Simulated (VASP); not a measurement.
# Al2GaP3 (I-4m2) in VASP: further runs, part 2 of 2

VASP 6.6.1. The steps go on from the part before.

**3. Single point, PBE**

The input, INCAR:

```
SYSTEM = Al2GaP3
PREC = Accurate
ENCUT = 520
EDIFF = 1E-7
ISMEAR = 0
SIGMA = 0.02
LREAL = .FALSE.
LASPH = .TRUE.
NELM = 80
ALGO = Normal
ISIF = 2
LWAVE = .FALSE.
LCHARG = .FALSE.
GGA = PE
NBANDS = 26
```

The input, KPOINTS:

```
regular mesh
0
G
  10 10 10
  0 0 0
```

The input, POSCAR:

```
Al2GaP3
1.0
   -1.9475158892      1.9475158892      8.2571744073
    1.9475158892     -1.9475158892      8.2571744073
    1.9475158892      1.9475158892     -8.2571744073
Al Ga P
2 1 3
Direct
    0.6666774141      0.6666774141      0.0000000000
    0.3333225859      0.3333225859      0.0000000000
    0.0000000000      0.0000000000      0.0000000000
    0.4162950998      0.9162950998      0.5000000000
    0.0837049002      0.5837049002      0.5000000000
    0.7500000000      0.2500000000      0.5000000000
```

Potentials or basis: VASP PAW PBE potentials, release 64 (Al, Ga_d, P).

Started as:

```console
cat potpaw_PBE.64/Al/POTCAR potpaw_PBE.64/Ga_d/POTCAR potpaw_PBE.64/P/POTCAR > POTCAR
mpirun -np 1 vasp_std > vasp.out
```

OUTCAR:

```text
SYSTEM = Al2GaP3
   PREC = Accurate
   ENCUT = 520
   EDIFF = 1E-7
   ISMEAR = 0
   LREAL = .FALSE.
   LASPH = .TRUE.
   NELM = 80
   ISIF = 2
   GGA = PE

 ion  position               nearest neighbor table
   1  0.667  0.667  0.000-   5 2.38   5 2.38   6 2.38   6 2.38
   2  0.333  0.333  0.000-   4 2.38   4 2.38   6 2.38   6 2.38
   3  0.000  0.000  0.000-   5 2.39   4 2.39   5 2.39   4 2.39
   4  0.416  0.916  0.500-   2 2.38   2 2.38   3 2.39   3 2.39
   5  0.084  0.584  0.500-   1 2.38   1 2.38   3 2.39   3 2.39
   6  0.750  0.250  0.500-   2 2.38   1 2.38   2 2.38   1 2.38

  LATTYP: Found a body centered tetragonal cell.
 ALAT       =     3.8950317784
 C/A-ratio  =     4.2398495710

  Lattice vectors:

 A1 = (  -1.9475158892,   1.9475158892,   8.2571744073)
 A2 = (   1.9475158892,  -1.9475158892,   8.2571744073)
 A3 = (   1.9475158892,   1.9475158892,  -8.2571744073)

Analysis of symmetry for initial positions (statically):
=====================================================================
 Subroutine PRICEL returns:
 Original cell was already a primitive cell.

 Routine SETGRP: Setting up the symmetry group for a
 body centered tetragonal supercell.

 Subroutine GETGRP returns: Found  8 space group operations
 (whereof  8 operations were pure point group operations)
 out of a pool of 16 trial point group operations.

The static configuration has the point symmetry D_2d.

Analysis of symmetry for dynamics (positions and initial velocities):
=====================================================================
 Subroutine PRICEL returns:
 Original cell was already a primitive cell.

 Routine SETGRP: Setting up the symmetry group for a
 body centered tetragonal supercell.

 Subroutine GETGRP returns: Found  8 space group operations
 (whereof  8 operations were pure point group operations)
 out of a pool of 16 trial point group operations.

The dynamic configuration has the point symmetry D_2d.

 Subroutine INISYM returns: Found  8 space group operations
 (whereof  8 operations are pure point group operations),
 and found     1 'primitive' translations

----------------------------------------------------------------------------------------

                                     Primitive cell

  volume of cell :     125.2718

  direct lattice vectors                    reciprocal lattice vectors
    -1.947515889  1.947515889  8.257174407     0.000000000  0.256737315  0.060553402
     1.947515889 -1.947515889  8.257174407     0.256737315  0.000000000  0.060553402
     1.947515889  1.947515889 -8.257174407     0.256737315  0.256737315  0.000000000

  length of vectors
     8.704399202  8.704399202  8.704399202     0.263781658  0.263781658  0.363081393

  position of ions in fractional coordinates (direct lattice)
     0.666677414  0.666677414  0.000000000
     0.333322586  0.333322586  0.000000000
     0.000000000  0.000000000  0.000000000
     0.416295100  0.916295100  0.500000000
     0.083704900  0.583704900  0.500000000
     0.750000000  0.250000000  0.500000000

  ion indices of the primitive-cell ions
   primitive index   ion index
                 1           1
[... 33 lines left out ...]
            Coordinates               Weight
  0.000000  0.000000  0.000000      1.000000
  0.100000 -0.000000  0.000000      8.000000
  0.200000 -0.000000  0.000000      8.000000
  0.300000 -0.000000  0.000000      8.000000
  0.400000 -0.000000  0.000000      8.000000
  0.500000  0.000000 -0.000000      4.000000
[... 16 lines left out ...]
  0.300000  0.300000  0.000000      8.000000
  0.400000  0.300000  0.000000     16.000000
 [... further k-points ...]
   k-points           NKPTS =    102   k-points in BZ     NKDIM =    102   number of bands    NBANDS=     26
   number of dos      NEDOS =    301   number of ions     NIONS =      6
   total plane-waves  NPLWV = 343000
   dimension x,y,z NGX =    70 NGY =   70 NGZ =   70
   dimension x,y,z NGXF=   140 NGYF=  140 NGZF=  140
   ions per type =               2   1   3
   NGX,Y,Z   is equivalent  to a cutoff of  13.37, 13.37, 13.37 a.u.
   NGXF,Y,Z  is equivalent  to a cutoff of  26.74, 26.74, 26.74 a.u.
 SYSTEM =  Al2GaP3
   PREC   = accura    normal or accurate (medium, high low for compatibility)
   ISTART =      0    job   : 0-new  1-cont  2-samecut
   ICHARG =      2    charge: 1-file 2-atom 10-const
   ISPIN  =      1    spin polarized calculation?
   LNONCOLLINEAR =      F non collinear calculations
   LSORBIT =      F    spin-orbit coupling
   LASPH  =      T    aspherical Exc in radial PAW
   ENCUT  =  520.0 eV  38.22 Ry    6.18 a.u.  16.18 16.18 16.18*2*pi/ulx,y,z
   NELM   =     80;   NELMIN=  2; NELMDL= -5     # of ELM steps
   EDIFF  = 0.1E-06   stopping-criterion for ELM
   LREAL  =      F    real-space projection
   EDIFFG = 0.1E-05   stopping-criterion for IOM
   NSW    =      0    number of steps for IOM
   IBRION =     -1    ionic relax: 0-MD 1-quasi-New 2-CG
   NFREE  =      0    steps in history (QN), initial steepest desc. (CG)
   ISIF   =      2    stress and relaxation
   ISYM   =      2    0-nonsym 1-usesym 2-fastsym
   POTIM  = 0.5000    time-step for ionic-motion
   TEBEG  =    0.0;   TEEND  =   0.0 temperature during run
   PSTRESS=    0.0 pullay stress
   NELECT =      34.0000    total number of electrons
   NUPDOWN=      -1.0000    fix difference up-down
   EMIN   =  10.00;   EMAX   =-10.00  energy-range for DOS
   EFERMI =   0.00;   METHOD = LEGACY
   ISMEAR =     0;   SIGMA  =   0.02  broadening in eV -4-tet -1-fermi 0-gaus
   EFERMI_NEDOS =   21; number of points for ismear=-14 and -15
   IALGO  =     38    algorithm
   IMIX   =      4    mixing-type and parameters
     AMIX     =   0.40;   BMIX     =  1.00
     AMIX_MAG =   1.60;   BMIX_MAG =  1.00
  volume/ion in A,a.u.               =      20.88       140.90
  Fermi-wavevector in a.u.,A,eV,Ry     =   1.059945  2.003006 15.285919  1.123483
  Thomas-Fermi vector in A             =   2.195308
   LORBIT       =      0    0 simple, 1 ext, 2 COOP (PROOUT), +10 PAW based schemes
   GGA     = PE    functional components
   LHFCALC =     F    Hartree Fock is set to
   AEXX    =    0.0000 exact exchange contribution
   IVDW    =     0    specifies the selected vdW correction
   LEPSILON=     F    determine dielectric tensor
   LRPA    =     F    only Hartree local field effects (RPA)
 non-spin polarized calculation
 Gauss-broadening in eV      SIGMA  =   0.02
  energy-cutoff  :      520.00
  volume of cell :      125.27
 maximum number of plane-waves:      3410
 NGX is ok and might be reduce to    70
   NGX = 33   NGY = 33   NGZ = 33

 number of electron      34.0000001 magnetization

 Free energy of the ion-electron system (eV)
  ---------------------------------------------------
  ext. energy  EPLUGINS =         0.00000000
  ---------------------------------------------------
  free energy    TOTEN  =       -29.87046929 eV

  energy without entropy =      -29.87046929  energy(sigma->0) =      -29.87046929

 E-fermi :   4.4392     XC(G=0):  -9.3039

 val. band max:        4.3444616239   @ k =   0.0000   0.0000   0.0000
 cond. band min:       5.9857469286   @ k =   0.5000   0.5000  -0.0000
 fundamental gap:      1.6412853047
 Fermi energy:         4.4391503005

 k-point     1 :       0.0000    0.0000    0.0000
  band No.  band energies     occupation
      1      -9.9348      2.00000
      2      -9.8538      2.00000
      3      -9.8538      2.00000
      4      -9.8077      2.00000
      5      -9.7822      2.00000
      6      -7.3346      2.00000
[... 685 lines left out ...]
     25      10.8571      0.00000
     26      11.5750      0.00000

 [... further k-points ...]

------------------------ aborting loop because EDIFF is reached ----------------------------------------

  FORCE on cell =-STRESS in cart. coord.  units (eV):
  Direction    XX          YY          ZZ          XY          YZ          ZX
  --------------------------------------------------------------------------------------
  -------------------------------------------------------------------------------------
  Total       -0.0281982     -0.0281982     -0.0386296      0.0000000      0.0000000      0.0000000
  in kB       -0.3606438     -0.3606438     -0.4940567      0.0000000      0.0000000      0.0000000
  external PRESSURE =      -0.4051148 kB  Pullay stress =       0.0000000 kB

 VOLUME and BASIS-vectors are now :
 -----------------------------------------------------------------------------
  energy-cutoff  :      520.00
  volume of cell :      125.27
      direct lattice vectors                 reciprocal lattice vectors
    -1.947515889  1.947515889  8.257174407     0.000000000  0.256737315  0.060553402
     1.947515889 -1.947515889  8.257174407     0.256737315  0.000000000  0.060553402
     1.947515889  1.947515889 -8.257174407     0.256737315  0.256737315  0.000000000

 POSITION                                       TOTAL-FORCE (eV/Angst)
 -----------------------------------------------------------------------------------
      0.00000      0.00000     11.00974         0.000000      0.000000      0.000558
      0.00000      0.00000      5.50461        -0.000000     -0.000000     -0.000558
      0.00000      0.00000      0.00000         0.000000      0.000000     -0.000000
      1.94752      0.00000      6.87484         0.000000      0.000000     -0.005157
      1.94752     -0.00000      1.38233        -0.000000     -0.000000      0.005157
      0.00000      1.94752      4.12859         0.000000      0.000000     -0.000000
 -----------------------------------------------------------------------------------
    total drift:                               -0.000001      0.000001      0.000000

  FREE ENERGIE OF THE ION-ELECTRON SYSTEM (eV)
  ---------------------------------------------------
  free  energy   TOTEN  =       -29.8704692917 eV

  energy  without entropy=      -29.8704692917  energy(sigma->0) =      -29.87046929
```

stdout:

```text
POSCAR found type information on POSCAR AlGaP
 POSCAR found :  3 types and       6 ions
 scaLAPACK will be used
 LDA part: xc-table for (Slater+PW92), standard interpolation
 POSCAR, INCAR and KPOINTS ok, starting setup
 FFT: planning ... GRIDC
 FFT: planning ... GRID_SOFT
 FFT: planning ... GRID
 WAVECAR not read
 entering main loop
```

Run time: 18 min. Hardware: 1 thread of Intel Xeon 6975P-C (Granite Rapids), shared host; peak memory 0.86 GiB.

Results:

```yaml
Free_energy: -29.8705 eV
Pressure: 0.0 GPa
Largest_force: 0.005 eV/Å
Band_gap_on_the_k_mesh: 1.64 eV (least direct gap 1.84 eV)
```

Forces in eV/Å, atoms in the order of the input:
```
Al   0.000  0.000  0.001
Al   0.000  0.000 -0.001
Ga   0.000  0.000  0.000
P    0.000  0.000 -0.005
P    0.000  0.000  0.005
P    0.000  0.000  0.000
```

**4. Relaxation of cell and atoms, PBE**

The input, INCAR:

```
SYSTEM = Al2GaP3
ALGO = Normal ; EDIFF = 1E-7
EDIFFG = -0.01 ; ENCUT = 600
GGA = PE ; IBRION = 2
ISIF = 3 ; ISMEAR = 0
LASPH = .True. ; LCHARG = .False.
LREAL = .False. ; LWAVE = .False.
NELM = 100 ; NSW = 100
PREC = Accurate ; SIGMA = 0.02
```

The input, KPOINTS:

```
k-points
0
Gamma
  10 10 10
  0 0 0
```

The input, POSCAR:

```
Al2GaP3
1.0
   -1.9480384571      1.9480384571      8.2442870727
    1.9480384571     -1.9480384571      8.2442870727
    1.9480384571      1.9480384571     -8.2442870727
Al Ga P
2 1 3
Direct
    0.6666732240      0.6666732240      0.0000000000
    0.3333267760      0.3333267760      0.0000000000
    0.0000000000      0.0000000000      0.0000000000
    0.4162965389      0.9162965389      0.5000000000
    0.0837034611      0.5837034611      0.5000000000
    0.7500000000      0.2500000000      0.5000000000
```

Potentials or basis: VASP PAW PBE potentials, release 64 (Al, Ga_d, P).

Started as:

```console
cat potpaw_PBE.64/Al/POTCAR potpaw_PBE.64/Ga_d/POTCAR potpaw_PBE.64/P/POTCAR > POTCAR
mpirun -np 1 vasp_std > vasp.out
```

OUTCAR:

```text
SYSTEM = Al2GaP3
   EDIFF = 1E-7
   EDIFFG = -0.01
   ENCUT = 600
   GGA = PE
   IBRION = 2
   ISIF = 3
   ISMEAR = 0
   LASPH = .True.
   LREAL = .False.
   NELM = 100
   NSW = 100
   PREC = Accurate

 ion  position               nearest neighbor table
   1  0.667  0.667  0.000-   5 2.38   5 2.38   6 2.38   6 2.38
   2  0.333  0.333  0.000-   4 2.38   4 2.38   6 2.38   6 2.38
   3  0.000  0.000  0.000-   5 2.39   4 2.39   5 2.39   4 2.39
   4  0.416  0.916  0.500-   2 2.38   2 2.38   3 2.39   3 2.39
   5  0.084  0.584  0.500-   1 2.38   1 2.38   3 2.39   3 2.39
   6  0.750  0.250  0.500-   2 2.38   1 2.38   2 2.38   1 2.38

  LATTYP: Found a body centered tetragonal cell.
 ALAT       =     3.8960769142
 C/A-ratio  =     4.2320966728

  Lattice vectors:

 A1 = (  -1.9480384571,   1.9480384571,   8.2442870727)
 A2 = (   1.9480384571,  -1.9480384571,   8.2442870727)
 A3 = (   1.9480384571,   1.9480384571,  -8.2442870727)

Analysis of symmetry for initial positions (statically):
=====================================================================
 Subroutine PRICEL returns:
 Original cell was already a primitive cell.

 Routine SETGRP: Setting up the symmetry group for a
 body centered tetragonal supercell.

 Subroutine GETGRP returns: Found  8 space group operations
 (whereof  8 operations were pure point group operations)
 out of a pool of 16 trial point group operations.

The static configuration has the point symmetry D_2d.

Analysis of symmetry for dynamics (positions and initial velocities):
=====================================================================
 Subroutine PRICEL returns:
 Original cell was already a primitive cell.

 Routine SETGRP: Setting up the symmetry group for a
 body centered tetragonal supercell.

[... 190 lines left out ...]
      0.00000      1.94804      4.12214         0.000000     -0.000000      0.000000
 -----------------------------------------------------------------------------------
    total drift:                               -0.000001      0.000001      0.000000

  FREE ENERGIE OF THE ION-ELECTRON SYSTEM (eV)
  ---------------------------------------------------
  free  energy   TOTEN  =       -29.8708442222 eV

  energy  without entropy=      -29.8708442222  energy(sigma->0) =      -29.87084422

--------------------------------------- Ionic step        2  -------------------------------------------

 number of electron      34.0000001 magnetization

 Free energy of the ion-electron system (eV)
  ---------------------------------------------------
  ext. energy  EPLUGINS =         0.00000000
  ---------------------------------------------------
  free energy    TOTEN  =       -29.87088364 eV

  energy without entropy =      -29.87088364  energy(sigma->0) =      -29.87088364

 E-fermi :   4.4653     XC(G=0):  -9.3048

 val. band max:        4.3444475082   @ k =   0.0000   0.0000   0.0000
 cond. band min:       5.9895080212   @ k =   0.5000   0.5000  -0.0000
 fundamental gap:      1.6450605130
 Fermi energy:         4.4652611087

 k-point     1 :       0.0000    0.0000    0.0000
  band No.  band energies     occupation
      1      -9.9335      2.00000
      2      -9.8526      2.00000
      3      -9.8526      2.00000
      4      -9.8067      2.00000
      5      -9.7808      2.00000
      6      -7.3339      2.00000
[... 565 lines left out ...]
     20       8.2327      0.00000
     21       8.4660      0.00000

 [... further k-points ...]

------------------------ aborting loop because EDIFF is reached ----------------------------------------

  FORCE on cell =-STRESS in cart. coord.  units (eV):
  Direction    XX          YY          ZZ          XY          YZ          ZX
  --------------------------------------------------------------------------------------
  -------------------------------------------------------------------------------------
  Total       -0.0318533     -0.0318533      0.0166897      0.0000000     -0.0000000      0.0000000
  in kB       -0.4074841     -0.4074841      0.2135036      0.0000000     -0.0000000      0.0000000
  external PRESSURE =      -0.2004882 kB  Pullay stress =       0.0000000 kB

 VOLUME and BASIS-vectors are now :
 -----------------------------------------------------------------------------
  energy-cutoff  :      600.00
  volume of cell :      125.24
      direct lattice vectors                 reciprocal lattice vectors
    -1.948111564  1.948111564  8.250247757     0.000000000  0.256658812  0.060604241
     1.948111564 -1.948111564  8.250247757     0.256658812  0.000000000  0.060604241
     1.948111564  1.948111564 -8.250247757     0.256658812  0.256658812  0.000000000

 POSITION                                       TOTAL-FORCE (eV/Angst)
 -----------------------------------------------------------------------------------
      1.94811      1.94811      2.75027         0.000000      0.000000      0.002143
      1.94811      1.94811     -2.75027         0.000000      0.000000     -0.002143
      0.00000     -0.00000      0.00000        -0.000000     -0.000000      0.000000
      1.94811     -0.00000      6.86881        -0.000000     -0.000000     -0.002453
      1.94811      0.00000      1.38144         0.000000      0.000000      0.002453
      0.00000      1.94811      4.12512        -0.000000     -0.000000      0.000000
 -----------------------------------------------------------------------------------
    total drift:                               -0.000001      0.000001     -0.000000

  FREE ENERGIE OF THE ION-ELECTRON SYSTEM (eV)
  ---------------------------------------------------
  free  energy   TOTEN  =       -29.8708836362 eV

  energy  without entropy=      -29.8708836362  energy(sigma->0) =      -29.87088364

 reached required accuracy - stopping structural energy minimisation
```

OSZICAR:

```text
N       E                     dE             d eps       ncg     rms          rms(c)
DAV:   1     0.206171828701E+03    0.20617E+03   -0.16025E+04  4422   0.187E+03
DAV:   2    -0.587773709426E+01   -0.21205E+03   -0.20396E+03  4977   0.382E+02
DAV:   3    -0.298301584965E+02   -0.23952E+02   -0.23216E+02  5064   0.105E+02
[... 16 lines left out ...]
DAV:   2    -0.298709184590E+02    0.97969E-04   -0.31438E-04  5951   0.290E-01    0.353E-02
DAV:   3    -0.298708875893E+02    0.30870E-04   -0.52874E-05  6065   0.914E-02    0.911E-03
DAV:   4    -0.298708843842E+02    0.32051E-05   -0.71351E-06  5597   0.313E-02    0.411E-03
DAV:   5    -0.298708836893E+02    0.69488E-06   -0.61405E-07  5147   0.772E-03    0.132E-03
DAV:   6    -0.298708836362E+02    0.53080E-07   -0.68030E-08  3037   0.332E-03
   2 F= -.29870884E+02 E0= -.29870884E+02  d E =-.394140E-04
```

Wall time 49 min (1 thread of Oxide Virtual Turin-like, shared host); peak memory 0.93 GiB.

What came out:

```yaml
Free_energy: -29.8709 eV
Relaxed_volume: 20.87 Å³/atom
Relaxed_cell: a = 8.698 Å, b = 8.698 Å, c = 8.698 Å, α = 154.12°, β = 154.12°, γ = 36.93°
Space_group_after_relaxing_to_0.1_Å: I-4m2 (No. 119)
Energy_gained_by_relaxing: 0.0 meV/atom
Ionic_steps: 2
Pressure_after_relaxing: 0.0 GPa
Band_gap_on_the_k_mesh: 1.65 eV (least direct gap 1.83 eV)
```

Forces in eV/Å, atoms in the order of the input:
```
Al   0.000  0.000  0.002
Al   0.000  0.000 -0.002
Ga   0.000  0.000  0.000
P    0.000  0.000 -0.002
P    0.000  0.000  0.002
P    0.000  0.000  0.000
```

Final structure:
```
Al Ga P
1.0
    -1.94811    1.94811    8.25025
     1.94811   -1.94811    8.25025
     1.94811    1.94811   -8.25025
Al Ga P
2 1 3
Direct
  0.66668 0.66668 0.00000
  0.33332 0.33332 0.00000
  0.00000 0.00000 0.00000
  0.41628 0.91628 0.50000
  0.08372 0.58372 0.50000
  0.75000 0.25000 0.50000
```

A k mesh can miss the band edges.
